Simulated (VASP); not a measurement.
# InGa3P2 (P4mm) in VASP: a series of runs

The runs below take InGa3P2 through single point, relaxation of cell and atoms, with PBE.

Everything below comes from runs of VASP 6.6.1. Logs are shortened: lines on timing, memory, paths and dates and some standing lists are left out, and cuts for length are marked.

**1. The cell of the first run**

It takes space group P4mm (No. 99, tetragonal). The conventional cell has a = 4.256 Å, b = 4.256 Å, c = 7.293 Å, α = 90.00°, β = 90.00°, γ = 90.00°. Within 3.9 Å of In (site symmetry 4mm) lie 5 Ga at 2.95 to 3.74 Å and 4 P at 3.80 Å. Within 3.1 Å of Ga (site symmetry 2mm) lie 4 P at 2.15 to 2.86 Å and 6 Ga at 2.48 to 3.01 Å. Within 3.5 Å of Ga (site symmetry 4mm) lie 4 Ga at 2.48 Å and 1 In at 2.95 Å and 8 P at 3.08 to 3.41 Å. P (site symmetry 4mm) has 1 P at 2.25 Å and 8 Ga at 2.86 to 3.08 Å within 3.1 Å. P (site symmetry 4mm) has 4 Ga at 2.15 Å and 1 P at 2.25 Å within 2.9 Å.

The cell was generated, and may not be a known phase.

**2. Single point, PBE**

File INCAR:

```
PREC = Accurate ; ENCUT = 520
EDIFF = 1E-6 ; ISMEAR = 0
SIGMA = 0.1 ; LREAL = F
LASPH = T ; NELM = 100
ALGO = Normal ; ISIF = 2
LWAVE = F ; LCHARG = F
GGA = PE ; NBANDS = 40
```

File KPOINTS:

```
regular mesh
0
Gamma
  4 4 4
```

File POSCAR:

```
InGa3P2
1.0
    4.2564840900      0.0000000000      0.0000000000
    0.0000000000      4.2564840900      0.0000000000
    0.0000000000      0.0000000000      7.2926049300
In Ga P
1 3 2
Direct
    0.0000000000      0.0000000000      0.5448900400
    0.0000000000      0.5000000000      0.9658646900
    0.5000000000      0.0000000000      0.9658646900
    0.0000000000      0.0000000000      0.1409716100
    0.5000000000      0.5000000000      0.2278785100
    0.5000000000      0.5000000000      0.9197550200
```

Potentials or basis: VASP PAW PBE potentials, release 64 (In_d, Ga_d, P).

Started as:

```bash
cat potpaw_PBE.64/In_d/POTCAR potpaw_PBE.64/Ga_d/POTCAR potpaw_PBE.64/P/POTCAR > POTCAR
mpirun -np 1 vasp_std > vasp.out
```

OUTCAR:

```text
PREC = Accurate
   ENCUT = 520
   EDIFF = 1E-6
   ISMEAR = 0
   LREAL = F
   LASPH = T
   NELM = 100
   ISIF = 2
   GGA = PE

 ion  position               nearest neighbor table
   1  0.000  0.000  0.545-   4 2.95
   2  0.000  0.500  0.966-   6 2.15   6 2.15   4 2.48   4 2.48   5 2.86   5 2.86
   3  0.500  0.000  0.966-   6 2.15   6 2.15   4 2.48   4 2.48   5 2.86   5 2.86
   4  0.000  0.000  0.141-   2 2.48   3 2.48   2 2.48   3 2.48   1 2.95
   5  0.500  0.500  0.228-   6 2.25   3 2.86   2 2.86   3 2.86   2 2.86
   6  0.500  0.500  0.920-   2 2.15   3 2.15   3 2.15   2 2.15   5 2.25

  LATTYP: Found a simple tetragonal cell.
 ALAT       =     4.2564840900
 C/A-ratio  =     1.7132931255

  Lattice vectors:

 A1 = (   4.2564840900,   0.0000000000,   0.0000000000)
 A2 = (   0.0000000000,   4.2564840900,   0.0000000000)
 A3 = (   0.0000000000,   0.0000000000,   7.2926049300)

Analysis of symmetry for initial positions (statically):
=====================================================================
 Subroutine PRICEL returns:
 Original cell was already a primitive cell.

 Routine SETGRP: Setting up the symmetry group for a
 simple tetragonal supercell.

 Subroutine GETGRP returns: Found  8 space group operations
 (whereof  8 operations were pure point group operations)
 out of a pool of 16 trial point group operations.

The static configuration has the point symmetry C_4v.

Analysis of symmetry for dynamics (positions and initial velocities):
=====================================================================
 Subroutine PRICEL returns:
 Original cell was already a primitive cell.

 Routine SETGRP: Setting up the symmetry group for a
 simple tetragonal supercell.

 Subroutine GETGRP returns: Found  8 space group operations
 (whereof  8 operations were pure point group operations)
 out of a pool of 16 trial point group operations.

The dynamic configuration has the point symmetry C_4v.

 Subroutine INISYM returns: Found  8 space group operations
 (whereof  8 operations are pure point group operations),
 and found     1 'primitive' translations

----------------------------------------------------------------------------------------

                                     Primitive cell

  volume of cell :     132.1249

  direct lattice vectors                    reciprocal lattice vectors
     4.256484090  0.000000000  0.000000000     0.234935684  0.000000000  0.000000000
     0.000000000  4.256484090  0.000000000     0.000000000  0.234935684  0.000000000
     0.000000000  0.000000000  7.292604930     0.000000000  0.000000000  0.137125212

  length of vectors
     4.256484090  4.256484090  7.292604930     0.234935684  0.234935684  0.137125212

  position of ions in fractional coordinates (direct lattice)
     0.000000000  0.000000000  0.544890040
     0.000000000  0.500000000  0.965864690
     0.500000000  0.000000000  0.965864690
     0.000000000  0.000000000  0.140971610
     0.500000000  0.500000000  0.227878510
     0.500000000  0.500000000  0.919755020

  ion indices of the primitive-cell ions
   primitive index   ion index
                 1           1
                 2           2
                 3           3
                 4           4
                 5           5
                 6           6

----------------------------------------------------------------------------------------

 KPOINTS: regular mesh

Automatic generation of k-mesh.
 Grid dimensions read from file:
 generate k-points for:    4    4    4

 Generating k-lattice:

  Cartesian coordinates                     Fractional coordinates (reciprocal lattice)
     0.058733921  0.000000000  0.000000000     0.250000000  0.000000000  0.000000000
     0.000000000  0.058733921  0.000000000     0.000000000  0.250000000  0.000000000
     0.000000000  0.000000000  0.034281303     0.000000000  0.000000000  0.250000000

  Length of vectors
     0.058733921  0.058733921  0.034281303

  Shift w.r.t. Gamma in fractional coordinates (k-lattice)
     0.000000000  0.000000000  0.000000000

 Subroutine IBZKPT returns following result:
 ===========================================

 Found     18 irreducible k-points:

 Following reciprocal coordinates:
            Coordinates               Weight
  0.000000  0.000000  0.000000      1.000000
  0.250000  0.000000  0.000000      4.000000
  0.500000  0.000000  0.000000      2.000000
  0.250000  0.250000  0.000000      4.000000
  0.500000  0.250000  0.000000      4.000000
  0.500000  0.500000  0.000000      1.000000
[... 10 lines left out ...]
  0.500000  0.250000  0.500000      4.000000
  0.500000  0.500000  0.500000      1.000000
   k-points           NKPTS =     18   k-points in BZ     NKDIM =     18   number of bands    NBANDS=     40
   number of dos      NEDOS =    301   number of ions     NIONS =      6
   total plane-waves  NPLWV =  55296
   dimension x,y,z NGX =    32 NGY =   32 NGZ =   54
   dimension x,y,z NGXF=    64 NGYF=   64 NGZF=  108
   ions per type =               1   3   2
   NGX,Y,Z   is equivalent  to a cutoff of  12.50, 12.50, 12.31 a.u.
   NGXF,Y,Z  is equivalent  to a cutoff of  25.00, 25.00, 24.62 a.u.
 SYSTEM =  unknown system
   PREC   = accura    normal or accurate (medium, high low for compatibility)
   ISTART =      0    job   : 0-new  1-cont  2-samecut
   ICHARG =      2    charge: 1-file 2-atom 10-const
   ISPIN  =      1    spin polarized calculation?
   LNONCOLLINEAR =      F non collinear calculations
   LSORBIT =      F    spin-orbit coupling
   LASPH  =      T    aspherical Exc in radial PAW
   ENCUT  =  520.0 eV  38.22 Ry    6.18 a.u.   7.91  7.91 13.56*2*pi/ulx,y,z
   NELM   =    100;   NELMIN=  2; NELMDL= -5     # of ELM steps
   EDIFF  = 0.1E-05   stopping-criterion for ELM
   LREAL  =      F    real-space projection
[... 7 lines left out ...]
   TEBEG  =    0.0;   TEEND  =   0.0 temperature during run
   PSTRESS=    0.0 pullay stress
   NELECT =      62.0000    total number of electrons
   NUPDOWN=      -1.0000    fix difference up-down
   EMIN   =  10.00;   EMAX   =-10.00  energy-range for DOS
   EFERMI =   0.00;   METHOD = LEGACY
   ISMEAR =     0;   SIGMA  =   0.10  broadening in eV -4-tet -1-fermi 0-gaus
   EFERMI_NEDOS =   21; number of points for ismear=-14 and -15
   IALGO  =     38    algorithm
   IMIX   =      4    mixing-type and parameters
     AMIX     =   0.40;   BMIX     =  1.00
     AMIX_MAG =   1.60;   BMIX_MAG =  1.00
  volume/ion in A,a.u.               =      22.02       148.60
  Fermi-wavevector in a.u.,A,eV,Ry     =   1.272166  2.404045 22.019759  1.618407
  Thomas-Fermi vector in A             =   2.405059
   LORBIT       =      0    0 simple, 1 ext, 2 COOP (PROOUT), +10 PAW based schemes
   GGA     = PE    functional components
   LHFCALC =     F    Hartree Fock is set to
   AEXX    =    0.0000 exact exchange contribution
   IVDW    =     0    specifies the selected vdW correction
   LEPSILON=     F    determine dielectric tensor
   LRPA    =     F    only Hartree local field effects (RPA)
 non-spin polarized calculation
 Gauss-broadening in eV      SIGMA  =   0.10
  energy-cutoff  :      520.00
  volume of cell :      132.12
 maximum number of plane-waves:      3580
 NGX is ok and might be reduce to    32
   NGX = 15   NGY = 15   NGZ = 27

 number of electron      61.9999999 magnetization

 Free energy of the ion-electron system (eV)
  ---------------------------------------------------
  ext. energy  EPLUGINS =         0.00000000
  ---------------------------------------------------
  free energy    TOTEN  =       -17.21856914 eV

  energy without entropy =      -17.20329341  energy(sigma->0) =      -17.21093127

 E-fermi :   5.3904     XC(G=0):  -9.7234

 val. band max:        5.3639553003   @ k =   0.5000   0.5000   0.5000
 cond. band min:       5.4023595717   @ k =   0.2500   0.2500   0.5000
 fundamental gap:      0.0384042715
 Fermi energy:         5.3903833825

 k-point     1 :       0.0000    0.0000    0.0000
  band No.  band energies     occupation
      1     -10.9751      2.00000
      2     -10.0229      2.00000
      3      -9.9064      2.00000
      4      -9.8917      2.00000
      5      -9.8807      2.00000
      6      -9.8807      2.00000
[... 32 lines left out ...]
     39      11.2092      0.00000
     40      11.2614      0.00000

 k-point     2 :       0.2500    0.0000    0.0000
  band No.  band energies     occupation
      1     -10.7533      2.00000
      2      -9.9771      2.00000
      3      -9.9506      2.00000
      4      -9.9243      2.00000
      5      -9.8728      2.00000
      6      -9.8234      2.00000
[... 32 lines left out ...]
     39      11.0345      0.00000
     40      11.1730      0.00000

 k-point     3 :       0.5000    0.0000    0.0000
  band No.  band energies     occupation
      1     -10.4518      2.00000
      2     -10.0350      2.00000
      3      -9.8980      2.00000
      4      -9.8865      2.00000
      5      -9.8681      2.00000
      6      -9.8614      2.00000
[... 32 lines left out ...]
     39      10.0180      0.00000
     40      10.6738      0.00000

 k-point     4 :       0.2500    0.2500    0.0000
  band No.  band energies     occupation
      1     -10.5466      2.00000
      2      -9.9924      2.00000
      3      -9.9701      2.00000
      4      -9.9097      2.00000
      5      -9.8991      2.00000
      6      -9.8152      2.00000
[... 32 lines left out ...]
     39      10.0865      0.00000
     40      11.0829      0.00000
[... 514 lines left out ...]
     39      10.8028      0.00000
     40      11.6872      0.00000

 k-point    17 :       0.5000    0.2500    0.5000
  band No.  band energies     occupation
      1     -10.2639      2.00000
      2     -10.0468      2.00000
      3      -9.9540      2.00000
      4      -9.9471      2.00000
      5      -9.9003      2.00000
      6      -9.8980      2.00000
[... 32 lines left out ...]
     39      10.3017      0.00000
     40      11.0692      0.00000

 k-point    18 :       0.5000    0.5000    0.5000
  band No.  band energies     occupation
      1     -10.0643      2.00000
      2     -10.0643      2.00000
      3      -9.9727      2.00000
      4      -9.9727      2.00000
      5      -9.9518      2.00000
      6      -9.9208      2.00000
[... 32 lines left out ...]
     39       9.9773      0.00000
     40      11.7119      0.00000

------------------------ aborting loop because EDIFF is reached ----------------------------------------

  FORCE on cell =-STRESS in cart. coord.  units (eV):
  Direction    XX          YY          ZZ          XY          YZ          ZX
  --------------------------------------------------------------------------------------
  -------------------------------------------------------------------------------------
  Total       20.5725565     20.5725565      0.3579244      0.0000000      0.0000000      0.0000000
  in kB      249.4675889    249.4675889      4.3402737      0.0000000      0.0000000      0.0000000
  external PRESSURE =     167.7584838 kB  Pullay stress =       0.0000000 kB

 VOLUME and BASIS-vectors are now :
 -----------------------------------------------------------------------------
  energy-cutoff  :      520.00
  volume of cell :      132.12
      direct lattice vectors                 reciprocal lattice vectors
     4.256484090  0.000000000  0.000000000     0.234935684  0.000000000  0.000000000
     0.000000000  4.256484090  0.000000000     0.000000000  0.234935684  0.000000000
     0.000000000  0.000000000  7.292604930     0.000000000  0.000000000  0.137125212

 POSITION                                       TOTAL-FORCE (eV/Angst)
 -----------------------------------------------------------------------------------
      0.00000      0.00000      3.97367        -0.000000     -0.000000     -0.229783
      0.00000      2.12824      7.04367        -0.000000     -0.000000     -0.291677
      2.12824      0.00000      7.04367         0.000000     -0.000000     -0.291677
      0.00000      0.00000      1.02805        -0.000000     -0.000000      2.549935
      2.12824      2.12824      1.66183        -0.000000     -0.000000     -0.361715
      2.12824      2.12824      6.70741        -0.000000      0.000000     -1.375084
 -----------------------------------------------------------------------------------
    total drift:                                0.000000      0.000000     -0.000585

  FREE ENERGIE OF THE ION-ELECTRON SYSTEM (eV)
  ---------------------------------------------------
  free  energy   TOTEN  =       -17.2185691374 eV

  energy  without entropy=      -17.2032934061  energy(sigma->0) =      -17.21093127
```

It took 2.9 min on 1 thread of Intel Xeon 8259CL, shared host; peak memory 0.27 GiB.

Results:

```yaml
Free_energy: -17.2186 eV
Pressure: 16.8 GPa
Largest_force: 2.550 eV/Å
Band_gap_on_the_k_mesh: zero (bands 31 and 32 overlap by 1.51 eV)
```

Forces on the atoms (eV/Å):
```
In   0.000  0.000 -0.230
Ga   0.000  0.000 -0.292
Ga   0.000  0.000 -0.292
Ga   0.000  0.000  2.550
P    0.000  0.000 -0.362
P    0.000  0.000 -1.375
```

Caveat: the k points lie up to 0.37 Å⁻¹ apart, too coarse for converged energies and pressures of a metal; spin-orbit coupling is left out, which moves the levels of the heavy elements; forces of over 1 eV/Å act on the atoms, so gaps and moduli don't describe the material at rest.

**3. Single point, PBE**

This run uses another cell than the first one, of 22.61 Å³/atom.

File INCAR:

```
PREC = Accurate ; ENCUT = 520
EDIFF = 1E-7 ; ISMEAR = 0
SIGMA = 0.1 ; LREAL = False
LASPH = True ; NELM = 60
ALGO = Normal ; ISIF = 2
LWAVE = False ; LCHARG = True
GGA = PE ; LELF = True
LVHAR = True ; NBANDS = 40
```

KPOINTS is that of step 2.

File POSCAR:

```
InGa3P2
1.0
    4.8695947658      0.0000000000      0.0000000000
    0.0000000000      4.8695947658      0.0000000000
    0.0000000000      0.0000000000      5.7207273489
In Ga P
1 3 2
Direct
    0.0000000000      0.0000000000      0.6698112834
    0.0000000000      0.5000000000      0.9860604240
    0.5000000000      0.0000000000      0.9860604240
    0.0000000000      0.0000000000      0.1952480300
    0.5000000000      0.5000000000      0.1589358531
    0.5000000000      0.5000000000      0.7691085455
```

Potentials or basis: VASP PAW PBE potentials, release 64 (In_d, Ga_d, P).

Started as:

```bash
cat potpaw_PBE.64/In_d/POTCAR potpaw_PBE.64/Ga_d/POTCAR potpaw_PBE.64/P/POTCAR > POTCAR
mpirun -np 1 vasp_std > vasp.out
```

OUTCAR:

```text
PREC = Accurate
   ENCUT = 520
   EDIFF = 1E-7
   ISMEAR = 0
   LREAL = False
   LASPH = True
   NELM = 60
   ISIF = 2
   GGA = PE

 ion  position               nearest neighbor table
   1  0.000  0.000  0.670-   4 2.71   4 3.01   3 3.03   2 3.03   2 3.03   3 3.03   6 3.49   6 3.49
                             6 3.49   6 3.49
   2  0.000  0.500  0.986-   5 2.63   5 2.63   4 2.71   4 2.71   6 2.73   6 2.73   1 3.03   1 3.03

   3  0.500  0.000  0.986-   5 2.63   5 2.63   4 2.71   4 2.71   6 2.73   6 2.73   1 3.03   1 3.03

[... 976 lines left out ...]
  -------------------------------------------------------------------------------------
  Total        0.1981606      0.1981606     -0.1077529      0.0000000      0.0000000     -0.0000000
  in kB        2.3404051      2.3404051     -1.2726319      0.0000000      0.0000000     -0.0000000
  external PRESSURE =       1.1360594 kB  Pullay stress =       0.0000000 kB

 VOLUME and BASIS-vectors are now :
 -----------------------------------------------------------------------------
  energy-cutoff  :      520.00
  volume of cell :      135.66
      direct lattice vectors                 reciprocal lattice vectors
     4.869594766  0.000000000  0.000000000     0.205355897  0.000000000  0.000000000
     0.000000000  4.869594766  0.000000000     0.000000000  0.205355897  0.000000000
     0.000000000  0.000000000  5.720727349     0.000000000  0.000000000  0.174802947

 POSITION                                       TOTAL-FORCE (eV/Angst)
 -----------------------------------------------------------------------------------
      0.00000      0.00000      3.83181         0.000000     -0.000000     -0.000871
      0.00000      2.43480      5.64098         0.000000      0.000000      0.000285
      2.43480      0.00000      5.64098         0.000000     -0.000000      0.000285
      0.00000      0.00000      1.11696         0.000000     -0.000000      0.000686
      2.43480      2.43480      0.90923         0.000000     -0.000000     -0.053566
      2.43480      2.43480      4.39986         0.000000     -0.000000      0.053181
 -----------------------------------------------------------------------------------
    total drift:                                0.000000     -0.000000      0.001824

  FREE ENERGIE OF THE ION-ELECTRON SYSTEM (eV)
  ---------------------------------------------------
  free  energy   TOTEN  =       -21.0567010668 eV

  energy  without entropy=      -21.0528580844  energy(sigma->0) =      -21.05477958
```

stdout:

```text
POSCAR found type information on POSCAR InGaP
 POSCAR found :  3 types and       6 ions
 scaLAPACK will be used
 LDA part: xc-table for (Slater+PW92), standard interpolation
 POSCAR, INCAR and KPOINTS ok, starting setup
 FFT: planning ... GRIDC
 FFT: planning ... GRID_SOFT
 FFT: planning ... GRID
 WAVECAR not read
 entering main loop
```

Wall time 4.2 min (1 thread of Intel Xeon 8259CL, shared host); peak memory 0.28 GiB.

What came out:

```
Free energy            : -21.0567 eV
Pressure               : 0.1 GPa
Largest force          : 0.054 eV/Å
Band gap on the k mesh : zero (bands 31 and 32 overlap by 2.05 eV)
```

Forces in eV/Å, atoms in the order of the input:
```
In   0.000  0.000 -0.001
Ga   0.000  0.000  0.000
Ga   0.000  0.000  0.000
Ga   0.000  0.000  0.001
P    0.000  0.000 -0.054
P    0.000  0.000  0.053
```

Stress tensor (GPa, compression positive):
```
 0.23  0.00  0.00
 0.00  0.23  0.00
 0.00  0.00 -0.13
```

Caveat: spin-orbit coupling is left out, which moves the levels of the heavy elements.

(Continued in part 2 of 2.)

The gap in the log of VASP goes by the Fermi energy; the results here count the filled bands.